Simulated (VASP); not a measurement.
Write the native input for VASP 6.6.1 that does the following.

| Item | Value |
| --- | --- |
| Task | single point |
| Functional | r2SCAN |
| Potentials or basis | VASP PAW PBE potentials, release 64 (Ta_sv_GW, N) |
| Cutoff | 660 eV |
| k mesh | 16 × 16 × 16 |
| Occupations | gaussian, width 0.1 eV |
| Spin | no spin polarisation |
| Dipole correction | no |
| Further INCAR settings | ALGO = Normal; EDIFF = 1e-06; NBANDS = 16 |

Crystal: TaN.

```
Ta N
1.0
     0.00000    2.22003    2.22003
     2.22003    0.00000    2.22003
     2.22003    2.22003    0.00000
Ta N
1 1
Cartesian
  2.2200 2.2200 2.2200
  0.0000 0.0000 0.0000
```

One way to write it, as run:

POSCAR

```
TaN
1.0
    0.0000000000      2.2200327438      2.2200327438
    2.2200327438      0.0000000000      2.2200327438
    2.2200327438      2.2200327438      0.0000000000
Ta N
1 1
Direct
    0.5000000000      0.5000000000      0.5000000000
    0.0000000000      0.0000000000      0.0000000000
```

INCAR.step1

```
SYSTEM = TaN
ALGO     = Normal         ! electronic algorithm
EDIFF    = 1E-5           ! SCF threshold, eV
ENCUT    = 660            ! plane-wave cutoff, eV
GGA      = PE             ! functional
GGA_COMPAT= .False.      
ISMEAR   = 0              ! smearing method
LASPH    = .True.         ! aspherical terms in the spheres
LCHARG   = .False.        ! write CHGCAR
LREAL    = .False.        ! projectors in reciprocal space
LWAVE    = .True.         ! write WAVECAR
NBANDS   = 16             ! bands
NELM     = 120            ! most SCF steps
PREC     = Accurate       ! precision mode
SIGMA    = 0.1            ! smearing width, eV
```

INCAR.step2

```
SYSTEM = TaN
ALGO     = Normal         ! electronic algorithm
EDIFF    = 1E-6           ! SCF threshold, eV
ENCUT    = 660            ! plane-wave cutoff, eV
GGA_COMPAT= .False.      
ISIF     = 2              ! what is computed and relaxed
ISMEAR   = 0              ! smearing method
ISTART   = 1            
LASPH    = .True.         ! aspherical terms in the spheres
LCHARG   = .False.        ! write CHGCAR
LMIXTAU  = .True.       
LREAL    = .False.        ! projectors in reciprocal space
LWAVE    = .False.        ! write WAVECAR
METAGGA  = R2SCAN         ! meta-GGA
NBANDS   = 16             ! bands
NELM     = 120            ! most SCF steps
PREC     = Accurate       ! precision mode
SIGMA    = 0.1            ! smearing width, eV
```

KPOINTS

```
k-points
0
Gamma
  16 16 16
  0 0 0
```

Potentials or basis: VASP PAW PBE potentials, release 64 (Ta_sv_GW, N).

Run with:

```console
$ cat potpaw_PBE.64/Ta_sv_GW/POTCAR potpaw_PBE.64/N/POTCAR > POTCAR
$ cp INCAR.step1 INCAR
$ mpirun -np 1 vasp_std > vasp.out
$ cp INCAR.step2 INCAR
$ mpirun -np 1 vasp_std > vasp.out
```

Results of the run:

```json
{"Pressure": "-9.8 GPa", "Band gap on the k mesh": "zero (bands 9 and 10 overlap by 3.92 eV)"}
```

Caveat: the cell stands under tension; the PAW data sets were made with another functional, which shifts forces and pressure a little; spin-orbit coupling is left out, which moves the levels of the heavy elements.

Wall time 6 min on 1 thread of Intel(R) Xeon(R) Platinum 8259CL CPU @ 2.50GHz (Skylake/Cascade Lake), on a shared host, peak memory 0.23 GiB.
